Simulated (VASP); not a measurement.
HfIn4SiO6: single point with BLYP

HfIn4SiO6:

```
Hf In Si O
1.0
     2.43640   -9.11203    0.01954
     2.43640    9.11203    0.01954
    -0.95237    0.00000    4.77998
Hf In Si O
1 4 1 6
Direct
  0.00000 0.00000 0.00000
  0.64856 0.35144 0.00000
  0.14855 0.85145 0.50000
  0.35144 0.64856 0.00000
  0.85145 0.14855 0.50000
  0.50000 0.50000 0.50000
  0.72873 0.72873 0.27093
  0.27127 0.27127 0.72907
  0.20172 0.34650 0.27443
  0.65350 0.79828 0.72557
  0.79828 0.65350 0.72557
  0.34650 0.20172 0.27443
```

| Quantity | Value |
| --- | --- |
| Program | VASP 6.6.1 |
| Task | single point |
| Functional | BLYP |
| Potentials or basis | VASP PAW PBE potentials, release 64 (Hf_pv, In_d, Si, O) |
| Cutoff | 520 eV |
| k mesh | 4 × 4 × 4 |
| Occupations | fermi-dirac, width 0.05 eV |
| Spin | no spin polarisation |

```yaml
Pressure: -0.2 GPa
Largest_force: 0.225 eV/Å
Band_gap_on_the_k_mesh: zero (bands 51 and 52 overlap by 0.50 eV)
```

Forces on the atoms (eV/Å):
```
Hf   0.000  0.000  0.000
In   0.000 -0.020  0.000
In   0.000 -0.020  0.000
In   0.000  0.020  0.000
In   0.000  0.020  0.000
Si   0.000  0.000  0.000
O    0.174  0.000 -0.142
O   -0.174  0.000  0.142
O   -0.066 -0.040 -0.081
O    0.066 -0.040  0.081
O    0.066  0.040  0.081
O   -0.066  0.040 -0.081
```

Stress tensor (GPa, compression positive):
```
-0.28  0.00 -0.11
 0.00 -0.13  0.00
-0.11  0.00 -0.33
```

Levels at points of the mesh, in eV from the Fermi level:
```tsv
k point	band 49	band 50	band 51	band 52	band 53	band 54
(0.00, 0.00, 0.00)	-1.34	-0.06	0.42	0.46	0.46	0.87
(0.50, 0.00, 0.00)	-1.86	-1.60	-1.41	2.46	2.82	3.21
(0.50, 0.50, 0.00)	-1.40	-0.06	0.42	0.46	0.46	2.13
(0.00, 0.00, 0.50)	-1.76	-1.40	-1.40	2.29	2.61	3.35
(0.50, 0.00, 0.50)	-1.35	-0.95	-0.93	-0.07	0.04	1.26
(0.50, 0.50, 0.50)	-1.95	-1.95	-1.42	2.70	3.06	3.13
```

Wall time 15 min on 1 thread of AMD EPYC 7R13, with other jobs on the host, peak memory 0.57 GiB.

Caveat: the PAW data sets were made with another functional, which shifts forces and pressure a little; spin-orbit coupling is left out, which moves the levels of the heavy elements.
